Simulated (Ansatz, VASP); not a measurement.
**NaCl: VASP beside Ansatz**

```
Na Cl
1.0
     3.42507    0.00000    0.00000
     0.00000    3.42507    0.00000
     0.00000    0.00000    3.42507
Na Cl
1 1
Cartesian
  0.0000 0.0000 0.0000
  1.7125 1.7125 1.7125
```

Alike in both runs: task single point; functional PBEsol; k mesh 6 × 6 × 6; occupations gaussian, width 0.02 eV; no spin polarisation.

```csv
,VASP,Ansatz
version,VASP 6.6.1,Ansatz 0.2.0
potentials or method,"VASP PAW PBE potentials, release 64 (Na_pv, Cl), cutoff 520 eV","scalar-relativistic, plane waves, PAW"
valence electrons in the cell,14,16
```

```csv
,VASP,Ansatz,Ansatz less VASP
gap on the k mesh at the Fermi level (eV),4.06,4.06,+0.003
least direct gap on the mesh (eV),4.62,4.62,+0.003
pressure (GPa),0.6,0.6,-0.01
```

VASP's potentials were made for PBE, not for PBEsol. VASP's potentials hold 14 valence electrons a cell and Ansatz's 16, so a difference there can come from the potentials and not from the codes.
